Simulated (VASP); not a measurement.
Here is a VASP 6.6.1 calculation.

Contents of INCAR:

```
PREC = Accurate
ENCUT = 520
EDIFF = 1E-6
ISMEAR = 0
SIGMA = 0.05
LREAL = F
LASPH = T
NELM = 60
ALGO = Normal
ISIF = 2
LWAVE = F
LCHARG = T
LELF = T
LVHAR = T
NBANDS = 33
```

The input KPOINTS:

```
Automatic mesh
0
Gamma
  6 6 2
```

The input POSCAR:

```
K3I2Br
1.0
    4.4755000000      0.0000000000      0.0000000000
   -2.2377500000      3.8758966946      0.0000000000
    0.0000000000      0.0000000000     11.1053000000
K I Br
3 2 1
Direct
    0.0000000000      0.0000000000      0.5000000000
    0.3333333333      0.6666666667      0.1490050299
    0.6666666667      0.3333333333      0.8509949701
    0.3333333333      0.6666666667      0.6754681760
    0.6666666667      0.3333333333      0.3245318240
    0.0000000000      0.0000000000      0.0000000000
```

Potentials or basis: VASP PAW LDA potentials, release 64 (K_sv, I, Br).

The run is started by

```sh
$ cat potpaw_LDA.64/K_sv/POTCAR potpaw_LDA.64/I/POTCAR potpaw_LDA.64/Br/POTCAR > POTCAR
$ mpirun -np 1 vasp_std > vasp.out
```

Task: What does it give for the band gap on the k mesh?

Result: 4.13 eV.

Task: Predict the pressure.

Result: 3.7 GPa.

Caveat: the cell stands under pressure; spin-orbit coupling is left out, which moves the levels of the heavy elements. A k mesh can miss the band edges.
